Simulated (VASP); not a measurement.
Wanted: the native input for a VASP 6.6.1 run.

```yaml
Task: relaxation of cell and atoms
Functional: LDA
Potentials_or_basis: VASP PAW LDA potentials, release 64 (Sr_sv, Ti_sv, O)
Cutoff: 600 eV
k_mesh: 8 × 8 × 8
Occupations: gaussian, width 0.02 eV
Spin: no spin polarisation
Dipole_correction: no
Further_INCAR_settings: ALGO = Normal; EDIFF = 1e-06; IBRION = 2; EDIFFG = -0.002; NSW = 100; ISIF = 3
```

The structure of SrTiO3 lies in POSCAR:

```
SrTiO3
1.0
    3.9052800000      0.0000000000      0.0000000000
    0.0000000000      3.9052800000      0.0000000000
    0.0000000000      0.0000000000      3.9052800000
Sr Ti O
1 1 3
Direct
    0.5000000000      0.5000000000      0.5000000000
    0.0000000000      0.0000000000      0.0000000000
    0.5000000000      0.0000000000      0.0000000000
    0.0000000000      0.5000000000      0.0000000000
    0.0000000000      0.0000000000      0.5000000000
```

One way to write it, as run:

INCAR

```
PREC = Accurate
ENCUT = 600
EDIFF = 1E-6
ISMEAR = 0
SIGMA = 0.02
LREAL = False
LASPH = True
NELM = 60
ALGO = Normal
ISIF = 3
LWAVE = False
LCHARG = False
GGA = CA
IBRION = 2
NSW = 100
EDIFFG = -0.002
```

KPOINTS

```
regular mesh
0
Gamma
  8 8 8
```

Potentials or basis: VASP PAW LDA potentials, release 64 (Sr_sv, Ti_sv, O).

Command:

```sh
$ cat potpaw_LDA.64/Sr_sv/POTCAR potpaw_LDA.64/Ti_sv/POTCAR potpaw_LDA.64/O/POTCAR > POTCAR
$ mpirun -np 1 vasp_std > vasp.out
```

Results of the run:

```yaml
Relaxed_volume: 11.50 Å³/atom
Relaxed_cell: a = 3.859 Å, b = 3.859 Å, c = 3.859 Å, α = 90.00°, β = 90.00°, γ = 90.00°
Space_group_after_relaxing_to_0.1_Å: Pm-3m (No. 221)
Energy_gained_by_relaxing: 8.7 meV/atom
Ionic_steps: 4
Pressure_after_relaxing: 0.0 GPa
Band_gap_on_the_k_mesh: 1.81 eV (least direct gap 2.15 eV)
```

It took 2.3 min on 1 thread of AMD EPYC 7R43 64-Core Processor (Zen 3), on a shared host, peak memory 0.18 GiB.
